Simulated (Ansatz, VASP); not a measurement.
**One calculation of Zn8O7, two programs**

```
Zn O
1.0
     0.00000    0.00000    5.29327
     6.55897    0.00000    0.00000
    -3.27949    5.68024    0.00000
Zn O
8 7
Direct
  0.49419 0.17759 0.32338
  0.49413 0.17781 0.85661
  0.49387 0.64409 0.32301
  0.49841 0.66674 0.83429
  0.04485 0.33344 0.16772
  0.99693 0.33188 0.66697
  0.99678 0.83409 0.16921
  0.99685 0.83415 0.66685
  0.38074 0.32964 0.66585
  0.38062 0.83516 0.17137
  0.38069 0.83524 0.66575
  0.87819 0.17118 0.32991
  0.87816 0.17119 0.84329
  0.87795 0.65776 0.32987
  0.87891 0.66673 0.83433
```

Change from the starting cell: O vacancy (site b), charge +0, atoms relaxed at the host's cell.

Alike in both runs: functional PBE; k mesh 3 × 3 × 3; occupations gaussian, width 0.01 eV; no spin polarisation.

Ansatz relaxed the structure, and its values are those at the end. VASP's run is a single point on that final structure, the one shown.

|  | VASP | Ansatz |
| --- | --- | --- |
| version | VASP 6.6.1 | Ansatz 0.2.0 |
| potentials or method | VASP PAW PBE potentials, release 64 (Zn, O), cutoff 520 eV | scalar-relativistic, plane waves, PAW |
| valence electrons in the cell | 138 | 138 |

```tsv
	VASP	Ansatz	Ansatz less VASP
gap on the k mesh at the Fermi level (eV)	1.89	1.89	-0.004
least direct gap on the mesh (eV)	1.98	1.98	+0.001
rms of the force components (eV/Å)	0.016	0.006	-0.0104
```

With one functional, cell and mesh, what is left measures potentials, basis and numerics.
